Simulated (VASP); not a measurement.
Here is a VASP 6.6.1 calculation.

Contents of INCAR:

```
PREC = Accurate
ENCUT = 500
EDIFF = 1E-6
ISMEAR = 0
SIGMA = 0.02
LREAL = False
LASPH = True
NELM = 120
ALGO = Normal
ISIF = 2
LWAVE = False
LCHARG = False
GGA = CA
NBANDS = 16
GGA_COMPAT = False
```

The input KPOINTS:

```
Automatic mesh
0
Gamma
  8 8 8
```

The input POSCAR:

```
CdTe
1.0
    0.0000000000      3.2046335178      3.2046335178
    3.2046335178      0.0000000000      3.2046335178
    3.2046335178      3.2046335178      0.0000000000
Cd Te
1 1
Direct
    0.0000000000      0.0000000000      0.0000000000
    0.2500000000      0.2500000000      0.2500000000
```

Potentials or basis: VASP PAW LDA potentials, release 64 (Cd, Te).

Launch:

```bash
$ cat potpaw_LDA.64/Cd/POTCAR potpaw_LDA.64/Te/POTCAR > POTCAR
$ mpirun -np 1 vasp_std > vasp.out
```

(1) What does it give for the band gap on the k mesh?

(2) Estimate the pressure.

## Answers

(1) 0.65 eV.

(2) 0.3 GPa.

Caveat: semilocal functionals underestimate gaps, and a narrow one can read as zero; spin-orbit coupling is left out, which moves the levels of the heavy elements.
